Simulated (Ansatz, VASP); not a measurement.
**One calculation of ZnO, two programs**

```
Zn O
1.0
     3.23534    0.00000    0.00000
    -1.61767    2.80189    0.00000
     0.00000    0.00000    5.08068
Zn O
2 2
Direct
  0.33333 0.66667 0.99410
  0.66667 0.33333 0.49410
  0.33333 0.66667 0.38090
  0.66667 0.33333 0.88090
```

Change from the starting cell: uniaxial_z strain -2.5%.

Alike in both runs: task single point; functional r2SCAN; k mesh 12 × 12 × 6; no spin polarisation.

|  | VASP | Ansatz |
| --- | --- | --- |
| version | VASP 6.6.1 | Ansatz 0.2.0 |
| potentials or method | VASP PAW PBE potentials, release 64 (Zn, O) | plane waves, PAW |
| plane-wave cutoff (eV) | 520 | 500 |
| occupations | gaussian, width 0.01 eV | fixed |
| valence electrons in the cell | 36 | 36 |

|  | VASP | Ansatz | Ansatz less VASP |
| --- | --- | --- | --- |
| gap on the k mesh at the Fermi level (eV) | 1.30 | 1.30 | +0.002 |
| pressure (GPa) | 5.0 | 3.9 | -1.13 |
| traceless stress, the component that is largest in VASP (GPa) | 1.60 | 1.59 | -0.008 |
| rms of the force components (eV/Å) | 0.007 | 0.000 | -0.0063 |

VASP's potentials were made for PBE, not for r2SCAN. Atom by atom the forces differ by 0.006 eV/Å (rms over components).
